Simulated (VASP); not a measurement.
# EuH4 (I4/m) in VASP: further runs

EuH4 is run at these levels: PBE; tasks: single point, relaxation of cell and atoms.

Program: VASP 6.6.1. These are calculated values, not measurements. Logs are shortened: lines on timing, memory, paths and dates and some standing lists are left out, and cuts for length are marked.

## 1. The cell of the first run

Symmetry: I4/m, No. 87, tetragonal system. The conventional cell has a = 5.563 Å, b = 5.563 Å, c = 3.490 Å, α = 90.00°, β = 90.00°, γ = 90.00°. Eu (site symmetry 4/m) has 12 H at 2.48 to 2.49 Å within 3.3 Å. Within 3.3 Å of H (site symmetry m) lie 3 Eu at 2.48 to 2.49 Å and 9 H at 2.48 to 2.49 Å.

The cell was generated, and may not be a known phase.

## 2. Single point, PBE, collinear spin, ferromagnetic start

INCAR reads:

```
SYSTEM = EuH4
PREC     = Accurate       ! precision mode
ENCUT    = 520            ! plane-wave cutoff, eV
EDIFF    = 1E-6           ! SCF threshold, eV
ISMEAR   = 0              ! smearing method
SIGMA    = 0.1            ! smearing width, eV
LREAL    = .FALSE.        ! projectors in reciprocal space
LASPH    = .TRUE.         ! aspherical terms in the spheres
NELM     = 150            ! most SCF steps
ALGO     = Normal         ! electronic algorithm
ISIF     = 2              ! what is computed and relaxed
LWAVE    = .FALSE.        ! write WAVECAR
LCHARG   = .FALSE.        ! write CHGCAR
ISPIN    = 2              ! spin polarisation
MAGMOM   = 7 0 0 0 0      ! initial moments
LORBIT   = 11             ! projections on sites
LMAXMIX  = 6              ! l up to which the mixer works
GGA      = PE             ! functional
NBANDS   = 22             ! bands
```

KPOINTS reads:

```
Automatic mesh
0
G
  6 6 6
  0 0 0
```

POSCAR reads:

```
EuH4
1.0
   -2.7815664900      2.7815664900      1.7450112800
    2.7815664900     -2.7815664900      1.7450112800
    2.7815664900      2.7815664900     -1.7450112800
Eu H
1 4
Direct
    0.0000000000      0.0000000000      0.0000000000
    0.4000000100      0.2000000100      0.6000000200
    0.2000000100      0.5999999900      0.8000000000
    0.5999999900      0.7999999900      0.3999999800
    0.7999999900      0.4000000100      0.2000000000
```

Potentials or basis: VASP PAW PBE potentials, release 64 (Eu, H).

Started as:

```sh
$ cat potpaw_PBE.64/Eu/POTCAR potpaw_PBE.64/H/POTCAR > POTCAR
$ mpirun -np 1 vasp_std > vasp.out
```

OUTCAR:

```text
SYSTEM = EuH4
   PREC = Accurate
   ENCUT = 520
   EDIFF = 1E-6
   ISMEAR = 0
   LREAL = .FALSE.
   LASPH = .TRUE.
   NELM = 150
   ISIF = 2
   ISPIN = 2
   LORBIT = 11
   GGA = PE

 ion  position               nearest neighbor table
   1  0.000  0.000  0.000-
   2  0.400  0.200  0.600-
   3  0.200  0.600  0.800-
   4  0.600  0.800  0.400-
   5  0.800  0.400  0.200-

  LATTYP: Found a body centered tetragonal cell.
 ALAT       =     5.5631329800
 C/A-ratio  =     0.6273483975

  Lattice vectors:

 A1 = (  -2.7815664900,   2.7815664900,   1.7450112800)
 A2 = (   2.7815664900,  -2.7815664900,   1.7450112800)
 A3 = (   2.7815664900,   2.7815664900,  -1.7450112800)

Analysis of symmetry for initial positions (statically):
=====================================================================
 Subroutine PRICEL returns:
 Original cell was already a primitive cell.

 Routine SETGRP: Setting up the symmetry group for a
 body centered tetragonal supercell.

 Subroutine GETGRP returns: Found  8 space group operations
 (whereof  8 operations were pure point group operations)
 out of a pool of 16 trial point group operations.

The static configuration has the point symmetry C_4h.

Analysis of symmetry for dynamics (positions and initial velocities):
=====================================================================
 Subroutine PRICEL returns:
 Original cell was already a primitive cell.

 Routine SETGRP: Setting up the symmetry group for a
 body centered tetragonal supercell.

 Subroutine GETGRP returns: Found  8 space group operations
 (whereof  8 operations were pure point group operations)
 out of a pool of 16 trial point group operations.

The dynamic configuration has the point symmetry C_4h.

Analysis of structural, dynamic, and magnetic symmetry:
=====================================================================
 Subroutine PRICEL returns:
 Original cell was already a primitive cell.

 Routine SETGRP: Setting up the symmetry group for a
 body centered tetragonal supercell.

 Subroutine GETGRP returns: Found  8 space group operations
 (whereof  8 operations were pure point group operations)
 out of a pool of 16 trial point group operations.

The overall configuration has the point symmetry C_4h.

 Subroutine INISYM returns: Found  8 space group operations
 (whereof  8 operations are pure point group operations),
 and found     1 'primitive' translations

----------------------------------------------------------------------------------------

                                     Primitive cell

  volume of cell :      54.0054

  direct lattice vectors                    reciprocal lattice vectors
    -2.781566490  2.781566490  1.745011280     0.000000000  0.179754826  0.286531099
     2.781566490 -2.781566490  1.745011280     0.179754826  0.000000000  0.286531099
     2.781566490  2.781566490 -1.745011280     0.179754826  0.179754826  0.000000000

  length of vectors
     4.303404309  4.303404309  4.303404309     0.338248235  0.338248235  0.254211713

  position of ions in fractional coordinates (direct lattice)
     0.000000000  0.000000000  0.000000000
     0.400000010  0.200000010  0.600000020
     0.200000010  0.599999990  0.800000000
     0.599999990  0.799999990  0.399999980
     0.799999990  0.400000010  0.200000000

  ion indices of the primitive-cell ions
   primitive index   ion index
                 1           1
                 2           2
                 3           3
                 4           4
                 5           5

----------------------------------------------------------------------------------------

 KPOINTS: Automatic mesh

Automatic generation of k-mesh.
 Grid dimensions read from file:
 generate k-points for:    6    6    6

 Generating k-lattice:

  Cartesian coordinates                     Fractional coordinates (reciprocal lattice)
     0.000000000  0.029959138  0.047755183     0.166666667 -0.000000000  0.000000000
     0.029959138  0.000000000  0.047755183    -0.000000000  0.166666667  0.000000000
     0.029959138  0.029959138  0.000000000     0.000000000  0.000000000  0.166666667

  Length of vectors
     0.056374706  0.056374706  0.042368619

  Shift w.r.t. Gamma in fractional coordinates (k-lattice)
     0.000000000  0.000000000  0.000000000

 Subroutine IBZKPT returns following result:
 ===========================================

 Found     36 irreducible k-points:

 Following reciprocal coordinates:
            Coordinates               Weight
  0.000000  0.000000  0.000000      1.000000
  0.166667 -0.000000  0.000000      8.000000
  0.333333 -0.000000  0.000000      8.000000
  0.500000  0.000000  0.000000      4.000000
  0.166667  0.166667  0.000000      8.000000
  0.333333  0.166667  0.000000      8.000000
[... 16 lines left out ...]
 -0.333333  0.333333 -0.166667      4.000000
 -0.166667  0.333333  0.166667      8.000000
 [... further k-points ...]
[... 65 lines left out ...]

 E-fermi :  -0.1571     XC(G=0):  -9.3886

 val. band max:       -0.1717330226   @ k =   0.3333   0.3333   0.0000
 cond. band min:      -0.1485798494   @ k =  -0.3333   0.5000   0.1667
 fundamental gap:      0.0231531732
 Fermi energy:        -0.1571021986

 spin component 1

 k-point     1 :       0.0000    0.0000    0.0000
  band No.  band energies     occupation
      1     -40.8327      1.00000
      2     -19.3011      1.00000
      3     -19.3011      1.00000
      4     -19.0642      1.00000
      5      -6.2495      1.00000
      6      -1.2465      1.00000
[... 14 lines left out ...]
     21      10.5746      0.00000
     22      10.9489      0.00000

 k-point     2 :       0.1667   -0.0000    0.0000
  band No.  band energies     occupation
      1     -40.8207      1.00000
      2     -19.3046      1.00000
      3     -19.2982      1.00000
      4     -19.2334      1.00000
      5      -5.6775      1.00000
      6      -1.4302      1.00000
[... 14 lines left out ...]
     21      10.0393      0.00000
     22      11.1490      0.00000
[... 523 lines left out ...]
     21       8.8018      0.00000
     22      11.3774      0.00000

 k-point    24 :      -0.1667    0.3333    0.1667
  band No.  band energies     occupation
      1     -40.8164      1.00000
      2     -19.3727      1.00000
      3     -19.3559      1.00000
      4     -19.2392      1.00000
      5      -4.5880      1.00000
      6      -1.9375      1.00000
[... 14 lines left out ...]
     21       8.4334      0.00000
     22      10.8306      0.00000

 [... further k-points ...]

 spin component 2

 k-point     1 :       0.0000    0.0000    0.0000
  band No.  band energies     occupation
      1     -37.9322      1.00000
      2     -17.2253      1.00000
      3     -17.2253      1.00000
      4     -16.9367      1.00000
      5      -6.1348      1.00000
      6      -1.0677      1.00000
[... 14 lines left out ...]
     21      10.9203      0.00000
     22      11.3450      0.00000

 k-point     2 :       0.1667   -0.0000    0.0000
  band No.  band energies     occupation
      1     -37.9171      1.00000
      2     -17.2336      1.00000
      3     -17.2224      1.00000
      4     -17.1457      1.00000
      5      -5.5421      1.00000
      6      -1.1728      1.00000
[... 14 lines left out ...]
     21      10.5370      0.00000
     22      11.6614      0.00000
[... 523 lines left out ...]
     21       9.2609      0.00000
     22      11.7028      0.00000

 k-point    24 :      -0.1667    0.3333    0.1667
  band No.  band energies     occupation
      1     -37.9109      1.00000
      2     -17.3293      1.00000
      3     -17.3022      1.00000
      4     -17.1523      1.00000
      5      -4.4302      1.00000
      6      -1.7242      1.00000
[... 14 lines left out ...]
     21       9.1255      0.00000
     22      11.2381      0.00000

 [... further k-points ...]

------------------------ aborting loop because EDIFF is reached ----------------------------------------

  FORCE on cell =-STRESS in cart. coord.  units (eV):
  Direction    XX          YY          ZZ          XY          YZ          ZX
  --------------------------------------------------------------------------------------
  -------------------------------------------------------------------------------------
  Total       -4.1573087     -4.1573087     -0.2087628      0.0000001      0.0000000     -0.0000000
  in kB     -123.3348299   -123.3348299     -6.1933621      0.0000017      0.0000000     -0.0000000
  external PRESSURE =     -84.2876740 kB  Pullay stress =       0.0000000 kB

 VOLUME and BASIS-vectors are now :
 -----------------------------------------------------------------------------
  energy-cutoff  :      520.00
  volume of cell :       54.01
      direct lattice vectors                 reciprocal lattice vectors
    -2.781566490  2.781566490  1.745011280     0.000000000  0.179754826  0.286531099
     2.781566490 -2.781566490  1.745011280     0.179754826  0.000000000  0.286531099
     2.781566490  2.781566490 -1.745011280     0.179754826  0.179754826  0.000000000

 POSITION                                       TOTAL-FORCE (eV/Angst)
 -----------------------------------------------------------------------------------
      0.00000      0.00000      0.00000         0.000000      0.000000     -0.000000
      1.11263      2.22525     -0.00000         0.476603      0.052159     -0.000000
      3.33788      1.11263      0.00000        -0.052159      0.476603      0.000000
      1.66894      0.55631      1.74501        -0.476603     -0.052159      0.000000
     -0.55631      1.66894      1.74501         0.052159     -0.476603     -0.000000
 -----------------------------------------------------------------------------------
    total drift:                               -0.000000     -0.000000     -0.000000

  FREE ENERGIE OF THE ION-ELECTRON SYSTEM (eV)
  ---------------------------------------------------
  free  energy   TOTEN  =       -23.8322568836 eV

  energy  without entropy=      -23.8165526463  energy(sigma->0) =      -23.82440476

 total charge

# of ion       s       p       d       f       tot
--------------------------------------------------
    1        2.032   5.732   0.409   6.360  14.533
    2        0.457   0.003   0.000   0.000   0.460
    3        0.457   0.003   0.000   0.000   0.460
    4        0.457   0.003   0.000   0.000   0.460
    5        0.457   0.003   0.000   0.000   0.460
--------------------------------------------------
tot          3.861   5.745   0.409   6.360  16.375

 magnetization (x)

# of ion       s       p       d       f       tot
--------------------------------------------------
    1       -0.014  -0.109   0.050   6.310   6.237
    2       -0.009   0.000   0.000   0.000  -0.009
    3       -0.009   0.000   0.000   0.000  -0.009
    4       -0.009   0.000   0.000   0.000  -0.009
    5       -0.009   0.000   0.000   0.000  -0.009
--------------------------------------------------
tot         -0.048  -0.108   0.050   6.310   6.203
```

It took 1.9 min on 1 thread of Intel Xeon Platinum 8488C (Sapphire Rapids), shared host; peak memory 0.25 GiB.

Results:

- Free energy: -23.8323 eV
- Pressure: -8.4 GPa
- Largest force: 0.479 eV/Å
- Net moment: 6.42 μB per cell
- Site moments: Eu +6.24; H -0.01 μB
- Valence electrons inside the program's atomic spheres: Eu 14.53; H 0.46

Forces in eV/Å, atoms in the order of the input:
```
Eu   0.000  0.000  0.000
H    0.477  0.052  0.000
H   -0.052  0.477  0.000
H   -0.477 -0.052  0.000
H    0.052 -0.477  0.000
```

Levels at points of the mesh, in eV from the Fermi level:
Spin up:
| k point | band 12 | band 13 | band 14 | band 15 | band 16 | band 17 |
| --- | --- | --- | --- | --- | --- | --- |
| (0.00, 0.00, 0.00) | -0.31 | -0.24 | 1.42 | 1.42 | 2.18 | 5.08 |
| (0.50, 0.00, 0.00) | -0.36 | -0.22 | -0.17 | 1.12 | 3.78 | 5.09 |
| (0.50, 0.50, 0.00) | -0.27 | -0.24 | -0.07 | 1.82 | 2.56 | 4.73 |
| (0.50, 0.50, 0.50) | -0.35 | -0.24 | -0.19 | -0.19 | 6.14 | 6.31 |
Spin down:
| k point | band 4 | band 5 | band 6 | band 7 | band 8 | band 9 | band 10 | band 11 |
| --- | --- | --- | --- | --- | --- | --- | --- | --- |
| (0.00, 0.00, 0.00) | -16.78 | -5.98 | -0.91 | 0.61 | 0.61 | 2.90 | 4.23 | 4.27 |
| (0.50, 0.00, 0.00) | -17.05 | -2.97 | -1.94 | -1.89 | 0.32 | 4.13 | 4.25 | 4.29 |
| (0.50, 0.50, 0.00) | -16.80 | -3.76 | -3.36 | 0.10 | 0.86 | 3.20 | 4.14 | 4.19 |
| (0.50, 0.50, 0.50) | -16.82 | -2.94 | -1.51 | -1.51 | -1.45 | 4.19 | 4.19 | 4.23 |

Caveat: the stress differs along the axes, from -12 to -1 GPa; spin-orbit coupling is left out, which moves the levels of the heavy elements; semilocal functionals describe open f shells poorly, which spoils levels, moments and volumes. The state reached can hang on the start; a lower one may exist.

## 3. Relaxation of cell and atoms, PBE, collinear spin, ferromagnetic start

INCAR reads:

```
SYSTEM = EuH4
  ALGO = Normal
  EDIFF = 1E-7
  EDIFFG = -0.04
  ENCUT = 600
  GGA = PE
  IBRION = 2
  ISIF = 3
  ISMEAR = 0
  ISPIN = 2
  LASPH = .True.
  LCHARG = .False.
  LMAXMIX = 6
  LORBIT = 11
  LREAL = .False.
  LWAVE = .False.
  MAGMOM = 7 0 0 0 0
  NELM = 150
  NSW = 90
  PREC = Accurate
  SIGMA = 0.1
```

KPOINTS reads:

```
k-points
0
Gamma
  6 6 6
  0 0 0
```

POSCAR is that of step 2.

Potentials or basis: VASP PAW PBE potentials, release 64 (Eu, H).

Started as:

```sh
$ cat potpaw_PBE.64/Eu/POTCAR potpaw_PBE.64/H/POTCAR > POTCAR
$ mpirun -np 1 vasp_std > vasp.out
```

Wall time 40 min (1 thread of Intel Xeon Platinum 8488C (Sapphire Rapids), shared host); peak memory 0.35 GiB.

It converged, with:

* Free energy: -25.5924 eV
* Relaxed volume: 8.12 Å³/atom
* Relaxed cell: a = 3.756 Å, b = 3.756 Å, c = 3.756 Å, α = 107.38°, β = 107.38°, γ = 113.74°
* Space group after relaxing (to 0.1 Å): I4/mmm (No. 139)
* Energy gained by relaxing: 351.5 meV/atom
* Ionic steps: 21
* Pressure after relaxing: 0.2 GPa
* Largest force after relaxing: 0.020 eV/Å
* Net moment: 6.58 μB per cell
* Site moments: Eu +6.36; H -0.01 μB
* Valence electrons inside the program's atomic spheres: Eu 14.76; H 0.50

Forces on the atoms (eV/Å):
```
Eu   0.000  0.000  0.000
H    0.015  0.014  0.000
H   -0.014  0.015  0.000
H   -0.015 -0.014  0.000
H    0.014 -0.015  0.000
```

Stress tensor (GPa, compression positive):
```
-0.06  0.00  0.00
 0.00 -0.06  0.00
 0.00  0.00  0.75
```

The path:
```csv
step,energy change (eV),largest force (eV/Å),pressure (GPa),volume (Å³)
1,0.0000,0.4796,-8.28,54.01
2,-0.3322,0.4461,-5.75,49.74
3,-0.6389,0.4373,0.54,43.81
4,-0.1445,1.0494,30.16,33.11
5,-0.6675,0.5043,4.26,41.52
6,-0.8646,0.5818,2.75,41.82
7,-1.2477,0.7390,-0.19,42.20
8,-0.6994,0.5958,6.65,40.91
9,-1.2279,0.8409,-0.22,42.17
10,-1.4113,0.6390,-1.17,42.38
11,-1.5280,0.4492,-0.72,42.95
12,-1.5744,0.2964,-1.55,42.73
13,-1.5778,0.2751,-1.46,42.77
14,-1.6559,0.2462,-0.51,42.04
15,-1.6785,0.2345,0.64,41.45
16,-1.6787,0.2346,0.84,41.37
17,-1.6987,0.2001,-0.04,41.67
18,-1.7295,0.1028,-2.37,42.57
19,-1.7459,0.0732,-1.46,41.83
20,-1.7574,0.0175,0.53,40.40
21,-1.7576,0.0205,0.21,40.60
```

Final structure:
```
CELL_PARAMETERS angstrom
-2.22389 2.22389 2.05242
2.22389 -2.22389 2.05242
2.22389 2.22389 -2.05242
ATOMIC_POSITIONS crystal
Eu 0.00000 0.00000 0.00000
H 0.49835 0.25792 0.75627
H 0.25792 0.50165 0.75956
H 0.50165 0.74208 0.24373
H 0.74208 0.49835 0.24044
```

Levels at points of the mesh, in eV from the Fermi level:
Spin up:
```csv
k point,band 11,band 12,band 13,band 14,band 15,band 16,band 17,band 18
"(0.00, 0.00, 0.00)",-0.34,-0.29,0.97,0.97,1.21,1.86,2.07,2.07
"(0.50, 0.00, 0.00)",-0.35,-0.35,-0.31,-0.29,2.34,3.65,4.29,6.27
"(0.50, 0.50, 0.00)",-0.34,-0.33,-0.26,0.71,0.72,2.46,2.81,6.26
"(0.50, 0.50, 0.50)",-0.32,-0.30,-0.30,0.10,0.10,5.31,5.61,5.61
```
Spin down:
```csv
k point,band 4,band 5,band 6,band 7,band 8,band 9,band 10,band 11
"(0.00, 0.00, 0.00)",-17.37,-9.47,-1.26,-1.26,1.91,2.31,2.43,2.88
"(0.50, 0.00, 0.00)",-17.45,-5.77,-5.16,-3.36,1.23,4.08,4.10,4.26
"(0.50, 0.50, 0.00)",-17.35,-7.89,-3.85,-1.80,1.39,3.14,3.22,4.01
"(0.50, 0.50, 0.50)",-17.85,-7.69,-3.51,-1.76,-1.76,3.90,4.11,4.41
```

Caveat: the volume moved by over 15 % at a fixed basis, so the end points are rough; spin-orbit coupling is left out, which moves the levels of the heavy elements; semilocal functionals describe open f shells poorly, which spoils levels, moments and volumes.
